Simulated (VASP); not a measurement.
A run of VASP 6.6.1 is set up as follows.

Contents of INCAR:

```
PREC = Accurate
ENCUT = 520
EDIFF = 1E-6
ISMEAR = 0
SIGMA = 0.1
LREAL = F
LASPH = T
NELM = 100
ALGO = Normal
ISIF = 2
LWAVE = F
LCHARG = F
GGA = PE
NBANDS = 58
```

The input KPOINTS:

```
regular mesh
0
Gamma
  6 6 6
```

Contents of POSCAR:

```
Hf3SnTe8
1.0
    8.1140562204      0.0000000000      0.0000000000
   -4.0570281102      7.0269788146      0.0000000000
    0.0000000000      0.0000000000      7.3775847655
Hf Sn Te
3 1 8
Direct
    0.5000000000      0.0000000000      0.0000000000
    0.5000000000      0.5000000000      0.0000000000
    0.0000000000      0.5000000000      0.0000000000
    0.0000000000      0.0000000000      0.0000000000
    0.6666666667      0.3333333333      0.2376244588
    0.6542479993      0.8271239997      0.2385468047
    0.1728760003      0.3457520007      0.2385468047
    0.1728760003      0.8271239997      0.2385468047
    0.8271239997      0.1728760003      0.7614531953
    0.8271239997      0.6542479993      0.7614531953
    0.3457520007      0.1728760003      0.7614531953
    0.3333333333      0.6666666667      0.7623755412
```

Potentials or basis: VASP PAW PBE potentials, release 64 (Hf_pv, Sn_d, Te).

The run is started by

```console
$ cat potpaw_PBE.64/Hf_pv/POTCAR potpaw_PBE.64/Sn_d/POTCAR potpaw_PBE.64/Te/POTCAR > POTCAR
$ mpirun -np 1 vasp_std > vasp.out
```

Problem. What does it give for the pressure?

Solution. -0.1 GPa.

Problem. What does it give for the largest force?

Solution. 0.023 eV/Å.

Problem. What does it give for the band gap on the k mesh?

Solution. Zero (band 46 reaches 4.37 eV, above the bottom of band 47 at 4.11 eV).

Forces on the atoms (eV/Å):
```
Hf   0.000  0.000  0.000
Hf   0.000  0.000  0.000
Hf   0.000  0.000  0.000
Sn   0.000  0.000  0.000
Te   0.000  0.000 -0.023
Te  -0.014 -0.008 -0.016
Te   0.000  0.017 -0.016
Te   0.014 -0.008 -0.016
Te  -0.014  0.008  0.016
Te   0.000 -0.017  0.016
Te   0.014  0.008  0.016
Te   0.000  0.000  0.023
```

Caveat: spin-orbit coupling is left out, which moves the levels of the heavy elements; this functional lacks dispersion, which binds the layers, so the pressure and a relaxed spacing across them are unreliable.
